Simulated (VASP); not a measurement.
# Na (P-3m1) in VASP: notebook

Runs on Na. Level: LDA. Tasks: single point.

Program: VASP 6.6.1. These are calculated values, not measurements. Logs are shortened: lines on timing, memory, paths and dates and some standing lists are left out, and cuts for length are marked.

## 1. The cell of the first run

It takes space group P-3m1 (No. 164, trigonal). Conventional cell: a = 3.767 Å, b = 3.767 Å, c = 6.154 Å, α = 90.00°, β = 90.00°, γ = 120.00°. Within 4.7 Å of Na (site symmetry 3m) lie 12 Na at 3.61 to 3.93 Å.

## 2. Single point, LDA

Input file INCAR:

```
SYSTEM = Na
  ALGO = Normal
  EDIFF = 1E-7
  ENCUT = 520
  ISIF = 2
  ISMEAR = 1
  ISYM = 0
  LASPH = .TRUE.
  LCHARG = .FALSE.
  LREAL = .FALSE.
  LWAVE = .FALSE.
  NBANDS = 14
  NELM = 100
  PREC = Accurate
  SIGMA = 0.1
```

Input file KPOINTS:

```
Automatic mesh
0
Gamma
  6 6 3
  0.5 0.5 0
```

Input file POSCAR:

```
Na
1.0
    3.7670000000      0.0000000000      0.0000000000
   -1.8835000000      3.2623200000      0.0000000000
    0.0000000000      0.0000000000      6.1540000000
Na
2
Direct
    0.3333333333      0.6666666667      0.2175008125
    0.6666666667      0.3333333333      0.7500000000
```

Potentials or basis: VASP PAW LDA potentials, release 64 (Na_pv).

On the command line:

```
$ cat potpaw_LDA.64/Na_pv/POTCAR > POTCAR
$ mpirun -np 1 vasp_std > vasp.out
```

OUTCAR:

```text
SYSTEM = Na
   EDIFF = 1E-7
   ENCUT = 520
   ISIF = 2
   ISMEAR = 1
   ISYM = 0
   LASPH = .TRUE.
   LREAL = .FALSE.
   NELM = 100
   PREC = Accurate

 ion  position               nearest neighbor table
   1  0.333  0.667  0.218-
   2  0.667  0.333  0.750-

IMPORTANT INFORMATION: All symmetrisations will be switched off!
NOSYMM: (Re-)initialisation of all symmetry stuff for point group C_1.

----------------------------------------------------------------------------------------

                                     Primitive cell

  volume of cell :      75.6275

  direct lattice vectors                    reciprocal lattice vectors
     3.767000000  0.000000000  0.000000000     0.265463233  0.153265161  0.000000000
    -1.883500000  3.262320000  0.000000000     0.000000000  0.306530322  0.000000000
     0.000000000  0.000000000  6.154000000     0.000000000  0.000000000  0.162495938

  length of vectors
     3.767000000  3.767001995  6.154000000     0.306530484  0.306530322  0.162495938

  position of ions in fractional coordinates (direct lattice)
     0.333333333  0.666666667  0.217500812
     0.666666667  0.333333333  0.750000000

  ion indices of the primitive-cell ions
   primitive index   ion index
                 1           1
                 2           2

----------------------------------------------------------------------------------------

 KPOINTS: Automatic mesh

Automatic generation of k-mesh.
 Grid dimensions read from file:
 generate k-points for:    6    6    3

 Generating k-lattice:

  Cartesian coordinates                     Fractional coordinates (reciprocal lattice)
     0.044243872  0.025544193  0.000000000     0.166666667 -0.000000000  0.000000000
     0.000000000  0.051088387  0.000000000     0.000000000  0.166666667  0.000000000
     0.000000000  0.000000000  0.054165313     0.000000000  0.000000000  0.333333333

  Length of vectors
     0.051088414  0.051088387  0.054165313

  Shift w.r.t. Gamma in fractional coordinates (k-lattice)
     0.500000000  0.500000000  0.000000000

 Subroutine IBZKPT returns following result:
 ===========================================

 Found    162 irreducible k-points:

 Following reciprocal coordinates:
            Coordinates               Weight
  0.083333  0.083333  0.000000      2.000000
 -0.083333  0.166667  0.000000      2.000000
 -0.166667  0.083333  0.000000      2.000000
  0.250000  0.083333  0.000000      2.000000
 -0.083333  0.333333  0.000000      2.000000
 -0.333333  0.250000  0.000000      2.000000
[... 43 lines left out ...]
   ISIF   =      2    stress and relaxation
   ISYM   =      0    0-nonsym 1-usesym 2-fastsym
   POTIM  = 0.5000    time-step for ionic-motion
   TEBEG  =    0.0;   TEEND  =   0.0 temperature during run
   PSTRESS=    0.0 pullay stress
   NELECT =      14.0000    total number of electrons
   NUPDOWN=      -1.0000    fix difference up-down
   EMIN   =  10.00;   EMAX   =-10.00  energy-range for DOS
   EFERMI =   0.00;   METHOD = LEGACY
   ISMEAR =     1;   SIGMA  =   0.10  broadening in eV -4-tet -1-fermi 0-gaus
   EFERMI_NEDOS =   21; number of points for ismear=-14 and -15
   IALGO  =     38    algorithm
   IMIX   =      4    mixing-type and parameters
     AMIX     =   0.40;   BMIX     =  1.00
     AMIX_MAG =   1.60;   BMIX_MAG =  1.00
  volume/ion in A,a.u.               =      37.81       255.18
  Fermi-wavevector in a.u.,A,eV,Ry     =   0.933020  1.763152 11.844230  0.870526
  Thomas-Fermi vector in A             =   2.059678
   LORBIT       =      0    0 simple, 1 ext, 2 COOP (PROOUT), +10 PAW based schemes
   GGA     = CA    functional components
   LHFCALC =     F    Hartree Fock is set to
   AEXX    =    0.0000 exact exchange contribution
   IVDW    =     0    specifies the selected vdW correction
   LEPSILON=     F    determine dielectric tensor
   LRPA    =     F    only Hartree local field effects (RPA)
 non-spin polarized calculation
 Methfessel and Paxton  Order N= 1 SIGMA  =   0.10
  energy-cutoff  :      520.00
  volume of cell :       75.63
 maximum number of plane-waves:      2059
   NGX = 13   NGY = 13   NGZ = 23

 number of electron      14.0000011 magnetization

 Free energy of the ion-electron system (eV)
  ---------------------------------------------------
  ext. energy  EPLUGINS =         0.00000000
  ---------------------------------------------------
  free energy    TOTEN  =        -2.90112764 eV

  energy without entropy =       -2.89979487  energy(sigma->0) =       -2.90068339

 E-fermi :  -0.0127     XC(G=0):  -6.6675

 val. band max:       -0.0434667118   @ k =   0.5000  -0.2500   0.3333
 cond. band min:       0.3347619241   @ k =   0.0833   0.5000   0.3333
 fundamental gap:      0.3782286358
 Fermi energy:        -0.0126713940

 k-point     1 :       0.0833    0.0833    0.0000
  band No.  band energies     occupation
      1     -24.8848      2.00000
      2     -24.8618      2.00000
      3     -24.8591      2.00000
      4     -24.8557      2.00000
      5     -24.8525      2.00000
      6     -24.8518      2.00000
      7      -2.8369      2.00000
      8       0.9671     -0.00000
      9       1.2901     -0.00000
     10       7.2572      0.00000
     11       7.5779      0.00000
     12      10.3508      0.00000
     13      10.4979      0.00000
     14      10.6525      0.00000
[... 377 lines left out ...]
      1     -24.8823      2.00000
      2     -24.8670      2.00000
      3     -24.8630      2.00000
      4     -24.8589      2.00000
      5     -24.8538      2.00000
      6     -24.8528      2.00000
      7      -2.4348      2.00000
      8       1.3280     -0.00000
      9       1.6751     -0.00000
     10       5.5979      0.00000
     11       6.7118      0.00000
     12       8.9938      0.00000
     13       9.2784      0.00000
     14      10.1197      0.00000

 [... further k-points ...]
[... 5 lines left out ...]
  --------------------------------------------------------------------------------------
  -------------------------------------------------------------------------------------
  Total       -0.4519448     -0.4519546     -0.3504812     -0.0000102      0.0000005     -0.0000016
  in kB       -9.5745037     -9.5747128     -7.4249866     -0.0002169      0.0000103     -0.0000347
  external PRESSURE =      -8.8580677 kB  Pullay stress =       0.0000000 kB

 VOLUME and BASIS-vectors are now :
 -----------------------------------------------------------------------------
  energy-cutoff  :      520.00
  volume of cell :       75.63
      direct lattice vectors                 reciprocal lattice vectors
     3.767000000  0.000000000  0.000000000     0.265463233  0.153265161  0.000000000
    -1.883500000  3.262320000  0.000000000     0.000000000  0.306530322  0.000000000
     0.000000000  0.000000000  6.154000000     0.000000000  0.000000000  0.162495938

 POSITION                                       TOTAL-FORCE (eV/Angst)
 -----------------------------------------------------------------------------------
     -0.00000      2.17488      1.33850        -0.000000      0.000002      0.111144
      1.88350      1.08744      4.61550         0.000000     -0.000002     -0.111144
 -----------------------------------------------------------------------------------
    total drift:                               -0.000000      0.000001      0.000261

  FREE ENERGIE OF THE ION-ELECTRON SYSTEM (eV)
  ---------------------------------------------------
  free  energy   TOTEN  =        -2.9011276430 eV

  energy  without entropy=       -2.8997948728  energy(sigma->0) =       -2.90068339
```

OSZICAR:

```text
N       E                     dE             d eps       ncg     rms          rms(c)
DAV:   1     0.993699598854E+02    0.99370E+02   -0.76400E+03  4536   0.949E+02
DAV:   2     0.750934256659E+00   -0.98619E+02   -0.97639E+02  4758   0.274E+02
DAV:   3    -0.285625294428E+01   -0.36072E+01   -0.36040E+01  5718   0.601E+01
DAV:   4    -0.290572470922E+01   -0.49472E-01   -0.49470E-01  5052   0.752E+00
DAV:   5    -0.290684969195E+01   -0.11250E-02   -0.11250E-02  5768   0.115E+00    0.297E-01
DAV:   6    -0.290282142900E+01    0.40283E-02   -0.41641E-03  5430   0.535E-01    0.189E-01
DAV:   7    -0.290115892045E+01    0.16625E-02   -0.52740E-03  5442   0.484E-01    0.478E-02
DAV:   8    -0.290112977614E+01    0.29144E-04   -0.45069E-04  4884   0.251E-01    0.808E-03
DAV:   9    -0.290112755150E+01    0.22246E-05   -0.20222E-05  5940   0.677E-02    0.181E-03
DAV:  10    -0.290112764304E+01   -0.91538E-07   -0.77688E-07  5202   0.114E-02
   1 F= -.29011276E+01 E0= -.29006834E+01  d E =-.133277E-02
```

Run time: 1.8 min. Hardware: 1 thread of Intel Xeon Platinum 8375C at 2.90GHz (Ice Lake), shared host; peak memory 0.23 GiB.

What came out:

| Property | Result |
| --- | --- |
| Free energy | -2.9011 eV |
| Pressure | -0.9 GPa |
| Largest force | 0.111 eV/Å |
| Band gap on the k mesh | zero (bands 7 and 8 overlap by 2.26 eV) |

Forces on the atoms (eV/Å):
```
Na   0.000  0.000  0.111
Na   0.000  0.000 -0.111
```

## 3. Single point, LDA

Input file INCAR:

```
SYSTEM = Na
PREC     = Accurate       ! precision mode
ENCUT    = 520            ! plane-wave cutoff, eV
EDIFF    = 1E-6           ! SCF threshold, eV
ISMEAR   = 1              ! smearing method
SIGMA    = 0.1            ! smearing width, eV
LREAL    = .FALSE.        ! projectors in reciprocal space
LASPH    = .TRUE.         ! aspherical terms in the spheres
NELM     = 80             ! most SCF steps
ALGO     = Normal         ! electronic algorithm
ISIF     = 2              ! what is computed and relaxed
LWAVE    = .FALSE.        ! write WAVECAR
LCHARG   = .FALSE.        ! write CHGCAR
NBANDS   = 14             ! bands
ISYM     = 0
```

KPOINTS is that of step 2.

POSCAR, as its differences from that of step 2:

```diff
@@ -8,3 +8,3 @@
 Direct
-    0.3333333333      0.6666666667      0.2175008125
+    0.3333333333      0.6666666667      0.2824991875
     0.6666666667      0.3333333333      0.7500000000
```

Potentials or basis: VASP PAW LDA potentials, release 64 (Na_pv).

On the command line:

```
$ cat potpaw_LDA.64/Na_pv/POTCAR > POTCAR
$ mpirun -np 1 vasp_std > vasp.out
```

OUTCAR:

```text
SYSTEM = Na
   PREC = Accurate
   ENCUT = 520
   EDIFF = 1E-6
   ISMEAR = 1
   LREAL = .FALSE.
   LASPH = .TRUE.
   NELM = 80
   ISIF = 2
   ISYM = 0

 ion  position               nearest neighbor table
   1  0.333  0.667  0.282-
   2  0.667  0.333  0.750-

IMPORTANT INFORMATION: All symmetrisations will be switched off!
NOSYMM: (Re-)initialisation of all symmetry stuff for point group C_1.

----------------------------------------------------------------------------------------

                                     Primitive cell

  volume of cell :      75.6275

  direct lattice vectors                    reciprocal lattice vectors
     3.767000000  0.000000000  0.000000000     0.265463233  0.153265161  0.000000000
    -1.883500000  3.262320000  0.000000000     0.000000000  0.306530322  0.000000000
     0.000000000  0.000000000  6.154000000     0.000000000  0.000000000  0.162495938

  length of vectors
     3.767000000  3.767001995  6.154000000     0.306530484  0.306530322  0.162495938

  position of ions in fractional coordinates (direct lattice)
     0.333333333  0.666666667  0.282499188
     0.666666667  0.333333333  0.750000000

  ion indices of the primitive-cell ions
   primitive index   ion index
                 1           1
                 2           2

----------------------------------------------------------------------------------------

 KPOINTS: Automatic mesh

Automatic generation of k-mesh.
 Grid dimensions read from file:
 generate k-points for:    6    6    3

 Generating k-lattice:

  Cartesian coordinates                     Fractional coordinates (reciprocal lattice)
     0.044243872  0.025544193  0.000000000     0.166666667 -0.000000000  0.000000000
     0.000000000  0.051088387  0.000000000     0.000000000  0.166666667  0.000000000
     0.000000000  0.000000000  0.054165313     0.000000000  0.000000000  0.333333333

  Length of vectors
     0.051088414  0.051088387  0.054165313

  Shift w.r.t. Gamma in fractional coordinates (k-lattice)
     0.500000000  0.500000000  0.000000000

 Subroutine IBZKPT returns following result:
 ===========================================
[... 74 lines left out ...]
   LHFCALC =     F    Hartree Fock is set to
   AEXX    =    0.0000 exact exchange contribution
   IVDW    =     0    specifies the selected vdW correction
   LEPSILON=     F    determine dielectric tensor
   LRPA    =     F    only Hartree local field effects (RPA)
 non-spin polarized calculation
 Methfessel and Paxton  Order N= 1 SIGMA  =   0.10
  energy-cutoff  :      520.00
  volume of cell :       75.63
 maximum number of plane-waves:      2059
   NGX = 13   NGY = 13   NGZ = 23

 number of electron      14.0000011 magnetization

 Free energy of the ion-electron system (eV)
  ---------------------------------------------------
  ext. energy  EPLUGINS =         0.00000000
  ---------------------------------------------------
  free energy    TOTEN  =        -2.90112763 eV

  energy without entropy =       -2.89979486  energy(sigma->0) =       -2.90068338

 E-fermi :  -0.0127     XC(G=0):  -6.6675

 val. band max:       -0.0434667302   @ k =   0.5000   0.2500   0.3333
 cond. band min:       0.3347618799   @ k =  -0.0833  -0.4167  -0.3333
 fundamental gap:      0.3782286101
 Fermi energy:        -0.0126715092

 k-point     1 :       0.0833    0.0833    0.0000
  band No.  band energies     occupation
      1     -24.8848      2.00000
      2     -24.8619      2.00000
      3     -24.8592      2.00000
      4     -24.8557      2.00000
      5     -24.8525      2.00000
      6     -24.8518      2.00000
      7      -2.8369      2.00000
      8       0.9671     -0.00000
      9       1.2901     -0.00000
     10       7.2572      0.00000
     11       7.5779      0.00000
     12      10.3508      0.00000
     13      10.4979      0.00000
     14      10.6525      0.00000
[... 377 lines left out ...]
      1     -24.8823      2.00000
      2     -24.8670      2.00000
      3     -24.8630      2.00000
      4     -24.8589      2.00000
      5     -24.8538      2.00000
      6     -24.8528      2.00000
      7      -2.4348      2.00000
      8       1.3280     -0.00000
      9       1.6751     -0.00000
     10       5.5979      0.00000
     11       6.7118      0.00000
     12       8.9938      0.00000
     13       9.2784      0.00000
     14      10.1197      0.00000

 [... further k-points ...]
[... 5 lines left out ...]
  --------------------------------------------------------------------------------------
  -------------------------------------------------------------------------------------
  Total       -0.4546625     -0.4546730     -0.3532521     -0.0000084     -0.0000008     -0.0000023
  in kB       -9.6320802     -9.6323026     -7.4836875     -0.0001782     -0.0000178     -0.0000478
  external PRESSURE =      -8.9160234 kB  Pullay stress =       0.0000000 kB

 VOLUME and BASIS-vectors are now :
 -----------------------------------------------------------------------------
  energy-cutoff  :      520.00
  volume of cell :       75.63
      direct lattice vectors                 reciprocal lattice vectors
     3.767000000  0.000000000  0.000000000     0.265463233  0.153265161  0.000000000
    -1.883500000  3.262320000  0.000000000     0.000000000  0.306530322  0.000000000
     0.000000000  0.000000000  6.154000000     0.000000000  0.000000000  0.162495938

 POSITION                                       TOTAL-FORCE (eV/Angst)
 -----------------------------------------------------------------------------------
     -0.00000      2.17488      1.73850        -0.000000     -0.000000     -0.111343
      1.88350      1.08744      4.61550         0.000000      0.000000      0.111343
 -----------------------------------------------------------------------------------
    total drift:                                0.000000      0.000000     -0.000277

  FREE ENERGIE OF THE ION-ELECTRON SYSTEM (eV)
  ---------------------------------------------------
  free  energy   TOTEN  =        -2.9011276338 eV

  energy  without entropy=       -2.8997948647  energy(sigma->0) =       -2.90068338
```

stdout:

```text
POSCAR found type information on POSCAR Na
 POSCAR found :  1 types and       2 ions
 scaLAPACK will be used
 LDA part: xc-table for (Slater(with rela. corr.)+CA(PZ))
 , standard interpolation
 POSCAR, INCAR and KPOINTS ok, starting setup
 FFT: planning ... GRIDC
 FFT: planning ... GRID_SOFT
 FFT: planning ... GRID
 WAVECAR not read
 entering main loop
```

Wall time 81 s (1 thread of Intel Xeon Platinum 8375C at 2.90GHz (Ice Lake), shared host); peak memory 0.23 GiB.

What came out:

- Free energy: -2.9011 eV
- Pressure: -0.9 GPa
- Largest force: 0.111 eV/Å
- Band gap on the k mesh: zero (bands 7 and 8 overlap by 2.26 eV)

Forces in eV/Å, atoms in the order of the input:
```
Na   0.000  0.000 -0.111
Na   0.000  0.000  0.111
```
